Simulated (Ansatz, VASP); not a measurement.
**Os3Au in VASP and in Ansatz**

```
CELL_PARAMETERS angstrom
2.76143 0.00000 0.00000
0.00000 2.76143 0.00000
0.00000 0.00000 7.93962
ATOMIC_POSITIONS crystal
Os 0.50000 0.50000 0.23345
Os 0.00000 0.00000 0.00000
Os 0.50000 0.50000 0.76655
Au 0.00000 0.00000 0.50000
```

Alike in both runs: task single point; functional PBE; k mesh 14 × 14 × 6; occupations gaussian, width 0.1 eV; no spin polarisation.

|  | VASP | Ansatz |
| --- | --- | --- |
| version | VASP 6.6.1 | Ansatz 0.2.0 |
| potentials or method | VASP PAW PBE potentials, release 64 (Os, Au), cutoff 520 eV | scalar-relativistic, plane waves, PAW |
| valence electrons in the cell | 35 | 67 |

VASP gave:

```
gap on the k mesh at the Fermi level (eV) : none
pressure (GPa)                            : -0.3
```

Q: Which values does Ansatz return?

A: gap on the k mesh at the Fermi level (eV): none; pressure (GPa): 0.0.

A gap of «none» marks a metal or a gap that the smearing closes. VASP's potentials hold 35 valence electrons a cell and Ansatz's 67, so a difference there can come from the potentials and not from the codes.

Neither program's run includes spin-orbit coupling.
